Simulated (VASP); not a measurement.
# ZnSbO (P4/mmm) in VASP: single point with PBE

Aim: the single point of ZnSbO with PBE.

Program: VASP 6.6.1. These are calculated values, not measurements. Logs are shortened: lines on timing, memory, paths and dates and some standing lists are left out, and cuts for length are marked.

## (1) The cell of the first run

Symmetry: P4/mmm, No. 123, tetragonal system. Conventional cell: a = 2.896 Å, b = 2.896 Å, c = 7.410 Å, α = 90.00°, β = 90.00°, γ = 90.00°. Zn (site symmetry 4/mmm) has 4 O at 2.05 Å within 2.7 Å. Within 3.8 Å of Sb (site symmetry 4/mmm) lie 4 Sb at 2.90 Å and 2 O at 3.71 Å. Within 2.7 Å of O (site symmetry 4/mmm) lie 4 Zn at 2.05 Å.

## (2) Single point, PBE

POSCAR

```
ZnSbO
1.0
    2.8955853609      0.0000000000      0.0000000000
    0.0000000000      2.8955853609      0.0000000000
    0.0000000000      0.0000000000      7.4102557853
Zn Sb O
1 1 1
Direct
    0.5000000000      0.5000000000      0.0000000000
    0.0000000000      0.0000000000      0.5000000000
    0.0000000000      0.0000000000      0.0000000000
```

INCAR.step1

```
PREC = Accurate
ENCUT = 520
EDIFF = 1E-6
ISMEAR = 0
SIGMA = 0.1
LREAL = False
LASPH = True
NELM = 60
ALGO = Normal
ISIF = 2
LWAVE = False
LCHARG = True
GGA = PE
NBANDS = 18
```

KPOINTS.step1

```
Automatic mesh
0
Gamma
  16 16 6
```

INCAR.step2

```
PREC = Accurate
ENCUT = 520
EDIFF = 1E-6
ISMEAR = -5
SIGMA = 0.1
LREAL = False
LASPH = True
NELM = 60
ALGO = Normal
ISIF = 2
LWAVE = False
LCHARG = False
GGA = PE
LORBIT = 11
NBANDS = 18
NEDOS = 2001
ICHARG = 11
```

KPOINTS.step2

```
Automatic mesh
0
Gamma
  24 24 9
```

Potentials or basis: VASP PAW PBE potentials, release 64 (Zn, Sb, O).

The run is started by

```console
$ cat potpaw_PBE.64/Zn/POTCAR potpaw_PBE.64/Sb/POTCAR potpaw_PBE.64/O/POTCAR > POTCAR
$ cp INCAR.step1 INCAR
$ cp KPOINTS.step1 KPOINTS
$ mpirun -np 1 vasp_std > vasp.out
$ cp INCAR.step2 INCAR
$ cp KPOINTS.step2 KPOINTS
$ mpirun -np 1 vasp_std > vasp.out
```

OUTCAR:

```text
PREC = Accurate
   ENCUT = 520
   EDIFF = 1E-6
   ISMEAR = -5
   LREAL = False
   LASPH = True
   NELM = 60
   ISIF = 2
   GGA = PE
   LORBIT = 11
   ICHARG = 11

 ion  position               nearest neighbor table
   1  0.500  0.500  0.000-   3 2.05   3 2.05   3 2.05   3 2.05
   2  0.000  0.000  0.500-
   3  0.000  0.000  0.000-   1 2.05   1 2.05   1 2.05   1 2.05

  LATTYP: Found a simple tetragonal cell.
 ALAT       =     2.8955853609
 C/A-ratio  =     2.5591563921

  Lattice vectors:

 A1 = (   2.8955853609,   0.0000000000,   0.0000000000)
 A2 = (   0.0000000000,   2.8955853609,   0.0000000000)
 A3 = (   0.0000000000,   0.0000000000,   7.4102557853)

Analysis of symmetry for initial positions (statically):
=====================================================================
 Subroutine PRICEL returns:
 Original cell was already a primitive cell.

 Routine SETGRP: Setting up the symmetry group for a
 simple tetragonal supercell.

 Subroutine GETGRP returns: Found 16 space group operations
 (whereof 16 operations were pure point group operations)
 out of a pool of 16 trial point group operations.

The static configuration has the point symmetry D_4h.

Analysis of symmetry for dynamics (positions and initial velocities):
=====================================================================
 Subroutine PRICEL returns:
 Original cell was already a primitive cell.

 Routine SETGRP: Setting up the symmetry group for a
 simple tetragonal supercell.

 Subroutine GETGRP returns: Found 16 space group operations
 (whereof 16 operations were pure point group operations)
 out of a pool of 16 trial point group operations.

The dynamic configuration has the point symmetry D_4h.

 Subroutine INISYM returns: Found 16 space group operations
 (whereof 16 operations are pure point group operations),
 and found     1 'primitive' translations

----------------------------------------------------------------------------------------

                                     Primitive cell

  volume of cell :      62.1307

  direct lattice vectors                    reciprocal lattice vectors
     2.895585361  0.000000000  0.000000000     0.345353314  0.000000000  0.000000000
     0.000000000  2.895585361  0.000000000     0.000000000  0.345353314  0.000000000
     0.000000000  0.000000000  7.410255785     0.000000000  0.000000000  0.134948108

  length of vectors
     2.895585361  2.895585361  7.410255785     0.345353314  0.345353314  0.134948108

  position of ions in fractional coordinates (direct lattice)
     0.500000000  0.500000000  0.000000000
     0.000000000  0.000000000  0.500000000
     0.000000000  0.000000000  0.000000000

  ion indices of the primitive-cell ions
   primitive index   ion index
                 1           1
                 2           2
                 3           3

----------------------------------------------------------------------------------------

 KPOINTS: Automatic mesh

Automatic generation of k-mesh.
 Grid dimensions read from file:
 generate k-points for:   24   24    9

 Generating k-lattice:

  Cartesian coordinates                     Fractional coordinates (reciprocal lattice)
     0.014389721  0.000000000  0.000000000     0.041666667  0.000000000  0.000000000
     0.000000000  0.014389721  0.000000000     0.000000000  0.041666667  0.000000000
     0.000000000  0.000000000  0.014994234     0.000000000  0.000000000  0.111111111

  Length of vectors
     0.014389721  0.014389721  0.014994234

  Shift w.r.t. Gamma in fractional coordinates (k-lattice)
     0.000000000  0.000000000  0.000000000

 TETIRR: Found   7788 inequivalent tetrahedra from    31104

 Subroutine IBZKPT returns following result:
 ===========================================

 Found    455 irreducible k-points:

 Following reciprocal coordinates:
            Coordinates               Weight
  0.000000  0.000000  0.000000      1.000000
  0.041667  0.000000  0.000000      4.000000
  0.083333  0.000000  0.000000      4.000000
  0.125000  0.000000  0.000000      4.000000
  0.166667  0.000000  0.000000      4.000000
  0.208333  0.000000  0.000000      4.000000
[... 16 lines left out ...]
  0.416667  0.041667  0.000000      8.000000
  0.458333  0.041667  0.000000      8.000000
 [... further k-points ...]
   k-points           NKPTS =    455   k-points in BZ     NKDIM =    455   number of bands    NBANDS=     18
   number of dos      NEDOS =   2001   number of ions     NIONS =      3
   total plane-waves  NPLWV =  32256
   dimension x,y,z NGX =    24 NGY =   24 NGZ =   56
   dimension x,y,z NGXF=    48 NGYF=   48 NGZF=  112
   ions per type =               1   1   1
   NGX,Y,Z   is equivalent  to a cutoff of  13.78, 13.78, 12.56 a.u.
   NGXF,Y,Z  is equivalent  to a cutoff of  27.56, 27.56, 25.13 a.u.
 SYSTEM =  unknown system
   PREC   = accura    normal or accurate (medium, high low for compatibility)
   ISTART =      0    job   : 0-new  1-cont  2-samecut
   ICHARG =     11    charge: 1-file 2-atom 10-const
   ISPIN  =      1    spin polarized calculation?
   LNONCOLLINEAR =      F non collinear calculations
   LSORBIT =      F    spin-orbit coupling
   LASPH  =      T    aspherical Exc in radial PAW
   ENCUT  =  520.0 eV  38.22 Ry    6.18 a.u.   5.38  5.38 13.78*2*pi/ulx,y,z
   NELM   =     60;   NELMIN=  2; NELMDL=  0     # of ELM steps
   EDIFF  = 0.1E-05   stopping-criterion for ELM
   LREAL  =      F    real-space projection
   EDIFFG = 0.1E-04   stopping-criterion for IOM
   NSW    =      0    number of steps for IOM
   IBRION =     -1    ionic relax: 0-MD 1-quasi-New 2-CG
   NFREE  =      0    steps in history (QN), initial steepest desc. (CG)
   ISIF   =      2    stress and relaxation
   ISYM   =      2    0-nonsym 1-usesym 2-fastsym
   POTIM  = 0.5000    time-step for ionic-motion
   TEBEG  =    0.0;   TEEND  =   0.0 temperature during run
   PSTRESS=    0.0 pullay stress
   NELECT =      23.0000    total number of electrons
   NUPDOWN=      -1.0000    fix difference up-down
   EMIN   =  10.00;   EMAX   =-10.00  energy-range for DOS
   EFERMI =   0.00;   METHOD = LEGACY
   ISMEAR =    -5;   SIGMA  =   0.10  broadening in eV -4-tet -1-fermi 0-gaus
   EFERMI_NEDOS =   21; number of points for ismear=-14 and -15
   IALGO  =     38    algorithm
   IMIX   =      4    mixing-type and parameters
     AMIX     =   0.40;   BMIX     =  1.00
     AMIX_MAG =   1.60;   BMIX_MAG =  1.00
  volume/ion in A,a.u.               =      20.71       139.76
  Fermi-wavevector in a.u.,A,eV,Ry     =   1.175481  2.221336 18.799913  1.381755
  Thomas-Fermi vector in A             =   2.311861
   LORBIT       =     11    0 simple, 1 ext, 2 COOP (PROOUT), +10 PAW based schemes
   GGA     = PE    functional components
   LHFCALC =     F    Hartree Fock is set to
   AEXX    =    0.0000 exact exchange contribution
   IVDW    =     0    specifies the selected vdW correction
   LEPSILON=     F    determine dielectric tensor
   LRPA    =     F    only Hartree local field effects (RPA)
 non-spin polarized calculation
 Fermi weights with tetrahedron method with Bloechl corrections
  energy-cutoff  :      520.00
  volume of cell :       62.13
 maximum number of plane-waves:      1693
 NGX is ok and might be reduce to    24

 number of electron      22.9999997 magnetization

 Free energy of the ion-electron system (eV)
  ---------------------------------------------------
  ext. energy  EPLUGINS =         0.00000000
  ---------------------------------------------------
  free energy    TOTEN  =       -11.77028421 eV

  energy without entropy =      -11.77028421  energy(sigma->0) =      -11.77028421

 E-fermi :   3.5479     XC(G=0):  -9.4057

 val. band max:        3.5468712727   @ k =   0.4167   0.0833   0.0000
 cond. band min:       3.5701428635   @ k =   0.5000   0.0833   0.3333
 fundamental gap:      0.0232715908
 Fermi energy:         3.5478629271

 k-point     1 :       0.0000    0.0000    0.0000
  band No.  band energies     occupation
      1     -14.8254      2.00000
      2      -8.4560      2.00000
      3      -2.6004      2.00000
      4      -2.3371      2.00000
      5      -2.1943      2.00000
      6      -2.1943      2.00000
[... 10 lines left out ...]
     17      12.4148      0.00000
     18      14.8884      0.00000

 k-point     2 :       0.0417    0.0000    0.0000
  band No.  band energies     occupation
      1     -14.8133      2.00000
      2      -8.4248      2.00000
      3      -2.6031      2.00000
      4      -2.3408      2.00000
      5      -2.2141      2.00000
      6      -2.1938      2.00000
[... 10 lines left out ...]
     17      12.6928      0.00000
     18      15.1053      0.00000

 k-point     3 :       0.0833    0.0000    0.0000
  band No.  band energies     occupation
      1     -14.7774      2.00000
      2      -8.3315      2.00000
      3      -2.6170      2.00000
      4      -2.3493      2.00000
      5      -2.2675      2.00000
      6      -2.1922      2.00000
[... 10 lines left out ...]
     17      13.1390      0.00000
     18      15.7611      0.00000

 k-point     4 :       0.1250    0.0000    0.0000
  band No.  band energies     occupation
      1     -14.7194      2.00000
      2      -8.1761      2.00000
      3      -2.6593      2.00000
      4      -2.3541      2.00000
      5      -2.3415      2.00000
      6      -2.2390      2.00000
[... 10 lines left out ...]
     17      13.4716      0.00000
     18      14.9879      0.00000

 k-point     5 :       0.1667    0.0000    0.0000
  band No.  band energies     occupation
      1     -14.6421      2.00000
      2      -7.9592      2.00000
      3      -2.7529      2.00000
      4      -2.4242      2.00000
      5      -2.4004      2.00000
      6      -2.3457      2.00000
[... 10 lines left out ...]
     17      13.7305      0.00000
     18      14.0499      0.00000

 k-point     6 :       0.2083    0.0000    0.0000
  band No.  band energies     occupation
      1     -14.5494      2.00000
      2      -7.6815      2.00000
      3      -2.9099      2.00000
      4      -2.5675      2.00000
      5      -2.5075      2.00000
      6      -2.3232      2.00000
[... 10 lines left out ...]
     17      13.2493      0.00000
     18      13.9709      0.00000

 k-point     7 :       0.2500    0.0000    0.0000
  band No.  band energies     occupation
      1     -14.4466      2.00000
      2      -7.3452      2.00000
      3      -3.1253      2.00000
      4      -2.7283      2.00000
      5      -2.5863      2.00000
      6      -2.2927      2.00000
[... 10 lines left out ...]
     17      12.6188      0.00000
     18      13.9254      0.00000

 k-point     8 :       0.2917    0.0000    0.0000
  band No.  band energies     occupation
      1     -14.3400      2.00000
      2      -6.9536      2.00000
      3      -3.3776      2.00000
      4      -2.8743      2.00000
      5      -2.6572      2.00000
      6      -2.2603      2.00000
[... 10 lines left out ...]
     17      12.1666      0.00000
     18      13.1705      0.00000
[... 229 lines left out ...]
     17      12.6320      0.00000
     18      13.9762      0.00000

 k-point    20 :       0.2917    0.0417    0.0000
  band No.  band energies     occupation
      1     -14.3326      2.00000
      2      -6.9225      2.00000
      3      -3.3835      2.00000
      4      -2.8629      2.00000
      5      -2.6535      2.00000
      6      -2.2566      2.00000
[... 10 lines left out ...]
     17      12.1798      0.00000
     18      13.2046      0.00000

 k-point    21 :       0.3333    0.0417    0.0000
  band No.  band energies     occupation
      1     -14.2306      2.00000
      2      -6.4831      2.00000
      3      -3.6324      2.00000
      4      -2.9866      2.00000
      5      -2.7131      2.00000
      6      -2.2286      2.00000
[... 10 lines left out ...]
     17      12.0751      0.00000
     18      12.6189      0.00000

 k-point    22 :       0.3750    0.0417    0.0000
  band No.  band energies     occupation
      1     -14.1398      2.00000
      2      -6.0110      2.00000
      3      -3.8584      2.00000
      4      -3.0884      2.00000
      5      -2.7610      2.00000
      6      -2.2070      2.00000
[... 10 lines left out ...]
     17      11.6903      0.00000
     18      12.8533      0.00000

 k-point    23 :       0.4167    0.0417    0.0000
  band No.  band energies     occupation
      1     -14.0680      2.00000
      2      -5.5403      2.00000
      3      -4.0382      2.00000
      4      -3.1633      2.00000
      5      -2.7960      2.00000
      6      -2.1974      2.00000
[... 10 lines left out ...]
     17      11.5725      0.00000
     18      13.3038      0.00000

 k-point    24 :       0.4583    0.0417    0.0000
  band No.  band energies     occupation
      1     -14.0220      2.00000
      2      -5.1490      2.00000
      3      -4.1546      2.00000
      4      -3.2091      2.00000
      5      -2.8173      2.00000
      6      -2.2098      2.00000
[... 10 lines left out ...]
     17      11.7323      0.00000
     18      13.7487      0.00000

 [... further k-points ...]

------------------------ aborting loop because EDIFF is reached ----------------------------------------

  FORCE on cell =-STRESS in cart. coord.  units (eV):
  Direction    XX          YY          ZZ          XY          YZ          ZX
  --------------------------------------------------------------------------------------
  -------------------------------------------------------------------------------------
  Total        0.3224885      0.3224885     -0.0024682      0.0000000      0.0000000     -0.0000000
  in kB        8.3160839      8.3160839     -0.0636486      0.0000000      0.0000000     -0.0000000
  external PRESSURE =       5.5228397 kB  Pullay stress =       0.0000000 kB

 VOLUME and BASIS-vectors are now :
 -----------------------------------------------------------------------------
  energy-cutoff  :      520.00
  volume of cell :       62.13
      direct lattice vectors                 reciprocal lattice vectors
     2.895585361  0.000000000  0.000000000     0.345353314  0.000000000  0.000000000
     0.000000000  2.895585361  0.000000000     0.000000000  0.345353314  0.000000000
     0.000000000  0.000000000  7.410255785     0.000000000  0.000000000  0.134948108

 POSITION                                       TOTAL-FORCE (eV/Angst)
 -----------------------------------------------------------------------------------
      1.44779      1.44779      0.00000         0.000000      0.000000      0.000000
      0.00000      0.00000      3.70513         0.000000      0.000000      0.000000
      0.00000      0.00000      0.00000         0.000000      0.000000      0.000000
 -----------------------------------------------------------------------------------
    total drift:                                0.000000     -0.000000     -0.000000

  FREE ENERGIE OF THE ION-ELECTRON SYSTEM (eV)
  ---------------------------------------------------
  free  energy   TOTEN  =       -11.7702842073 eV

  energy  without entropy=      -11.7702842073  energy(sigma->0) =      -11.77028421

 total charge

# of ion       s       p       d       tot
------------------------------------------
    1        0.431   0.369   9.874  10.674
    2        1.210   1.156   0.038   2.404
    3        1.562   3.401   0.000   4.962
--------------------------------------------------
tot          3.203   4.926   9.912  18.041
```

It took 3.4 min on 1 thread of Intel Xeon 6975P-C (Granite Rapids), shared host; peak memory 0.62 GiB.

Results:

```yaml
Valence_electrons_inside_the_program's_atomic_spheres: Zn 10.67; Sb 2.40; O 4.96
```

Levels at points of the mesh, in eV from the Fermi level:
| k point | band 9 | band 10 | band 11 | band 12 | band 13 | band 14 |
| --- | --- | --- | --- | --- | --- | --- |
| (0.00, 0.00, 0.00) | -2.52 | -2.52 | -1.96 | 0.36 | 5.75 | 5.75 |
| (0.50, 0.00, 0.00) | -4.36 | -1.95 | -0.21 | 0.23 | 2.65 | 5.85 |
| (0.50, 0.50, 0.00) | -4.66 | -2.74 | -2.74 | -1.85 | 2.52 | 2.92 |

Caveat: spin-orbit coupling is left out, which moves the levels of the heavy elements; an odd number of electrons without spin polarisation forces a metal; a magnetic or distorted state may lie lower; tetrahedron occupations give inexact forces and stress in metals.
